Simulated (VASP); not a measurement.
Wanted: the native input for a VASP 6.6.1 run.

```yaml
Task: single point
Functional: PBEsol
Potentials_or_basis: VASP PAW PBE potentials, release 64 (Al, H)
Cutoff: 520 eV
k_mesh: 3 × 3 × 3
Occupations: gaussian, width 0.15 eV
Spin: no spin polarisation
Dipole_correction: no
Further_INCAR_settings: LREAL = Auto; ALGO = Normal; EDIFF = 1e-07; NBANDS = 70
```

The structure of Al32H (a cell with a defect) lies in POSCAR:

```
Al32H
1.0
    8.1000000000      0.0000000000      0.0000000000
    0.0000000000      8.1000000000      0.0000000000
    0.0000000000      0.0000000000      8.1000000000
Al H
32 1
Direct
    0.5009480247      0.0009881481      0.0011166667
    0.7498386420      0.2517640741      0.0019098765
    0.7498388889      0.0017903704      0.2518877778
   -0.0025728395      0.0041349383      0.0042545679
    0.2504283951      0.2502586420      0.0020872840
    0.5013782716      0.5001239506      0.0032418519
    0.7512648148      0.7511580247      0.0019795062
    0.2504250617      0.0019606173      0.2504009877
    0.5008686420      0.2512209877      0.2513432099
    0.7503286420      0.5007337037      0.2511848148
    0.5013760494      0.0031256790      0.5002529630
    0.7503271605      0.2510649383      0.5008538272
    0.7512522222      0.0018581481      0.7512825926
    0.0006575309      0.5006593827      0.0008728395
    0.2587180247      0.7434608642      0.0164932099
   -0.0002606173      0.2516864198      0.2518098765
    0.2500058025      0.4988114815      0.2549243210
    0.5025456790      0.7515179012      0.2550156790
    0.0006519753      0.0007486420      0.5007938272
    0.2500045679      0.2547862963      0.4989506173
    0.4999687654      0.5012371605      0.5013686420
    0.7462583951      0.7513553086      0.4982751852
    0.2586787654      0.0163067901      0.7436018519
    0.5025300000      0.2548733333      0.7516396296
    0.7462583951      0.4981517284      0.7514767901
   -0.0001382716      0.7511114815      0.2500008642
   -0.0016169136      0.4998413580      0.4999632099
    0.2490271605      0.7522843210      0.5013520988
   -0.0001456790      0.2498769136      0.7512302469
    0.2490244444      0.5012124691      0.7524158025
    0.5004530864      0.7521758025      0.7523035802
   -0.0165307407      0.7424487654      0.7425566667
    0.1659016049      0.8334597531      0.8336824691
```

These files were run (other wordings do the same):

INCAR

```
SYSTEM = Al32H
  ALGO = Normal
  EDIFF = 1E-7
  ENCUT = 520
  GGA = PS
  ISIF = 2
  ISMEAR = 0
  LASPH = .TRUE.
  LCHARG = .FALSE.
  LREAL = Auto
  LWAVE = .FALSE.
  NBANDS = 70
  NELM = 60
  PREC = Accurate
  SIGMA = 0.15
```

KPOINTS

```
k-points
0
G
  3 3 3
  0 0 0
```

Potentials or basis: VASP PAW PBE potentials, release 64 (Al, H).

Run with:

```console
$ cat potpaw_PBE.64/Al/POTCAR potpaw_PBE.64/H/POTCAR > POTCAR
$ mpirun -np 1 vasp_std > vasp.out
```

Results of the run:

- Pressure: -0.9 GPa
- Largest force: 0.212 eV/Å

Caveat: the PAW data sets were made with another functional, which shifts forces and pressure a little.

Wall time 13 min on 1 thread of Intel Xeon 6975P-C (shared host), peak memory 0.66 GiB.
